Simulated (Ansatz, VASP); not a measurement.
**Two plane-wave programs on LuF4**

```
Lu F
1.0
     2.94553    1.70060    2.64924
    -2.94553    1.70060    2.64924
     0.00000   -3.40120    2.64924
Lu F
1 4
Direct
  0.20630 0.20630 0.20630
  0.96871 0.96871 0.96871
  0.30779 0.78540 0.30779
  0.30779 0.30779 0.78540
  0.78540 0.30779 0.30779
```

Alike in both runs: task single point; functional PBE; k mesh 6 × 6 × 6; occupations gaussian, width 0.1 eV; no spin polarisation.

|  | VASP | Ansatz |
| --- | --- | --- |
| version | VASP 6.6.1 | Ansatz 0.2.0 |
| potentials or method | VASP PAW PBE potentials, release 64 (Lu, F), cutoff 520 eV | scalar-relativistic, plane waves, PAW |
| valence electrons in the cell | 53 | 53 |

```tsv
	VASP	Ansatz	Ansatz less VASP
gap on the k mesh at the Fermi level (eV)	none	none	-
pressure (GPa)	23.9	22.4	-1.46
traceless stress, the component that is largest in VASP (GPa)	-5.11	-5.03	+0.084
rms of the force components (eV/Å)	3.634	3.355	-0.2789
```

Atom by atom the forces differ by 0.283 eV/Å (rms over components). A gap of «none» marks a metal or a gap that the smearing closes. With one functional, cell and mesh, what is left measures potentials, basis and numerics.

Spin-orbit coupling is off throughout.
